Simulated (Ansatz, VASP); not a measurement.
## Two plane-wave programs on TiSn5

```
Ti Sn
1.0
     2.76884    1.59859    5.93543
    -2.76884    1.59859    5.93543
     0.00000   -3.19718    5.93543
Ti Sn
1 5
Direct
  0.00000 0.00000 0.00000
  0.67290 0.67290 0.67290
  0.32710 0.32710 0.32710
  0.84114 0.84114 0.84114
  0.15886 0.15886 0.15886
  0.50000 0.50000 0.50000
```

Alike in both runs: functional PBE; k mesh 6 × 6 × 6; occupations gaussian, width 0.1 eV; no spin polarisation.

Ansatz relaxed the structure, and its values are those at the end. VASP's run is a single point on that final structure, the one shown.

|  | VASP | Ansatz |
| --- | --- | --- |
| version | VASP 6.6.1 | Ansatz 0.2.0 |
| potentials or method | VASP PAW PBE potentials, release 64 (Ti_sv, Sn_d), cutoff 520 eV | scalar-relativistic, plane waves, PAW |
| valence electrons in the cell | 82 | 82 |

|  | VASP | Ansatz | Ansatz less VASP |
| --- | --- | --- | --- |
| gap on the k mesh at the Fermi level (eV) | none | none | - |
| pressure (GPa) | -0.1 | -0.1 | +0.05 |
| rms of the force components (eV/Å) | 0.004 | 0.005 | +0.0002 |

A gap of «none» marks a metal or a gap that the smearing closes.
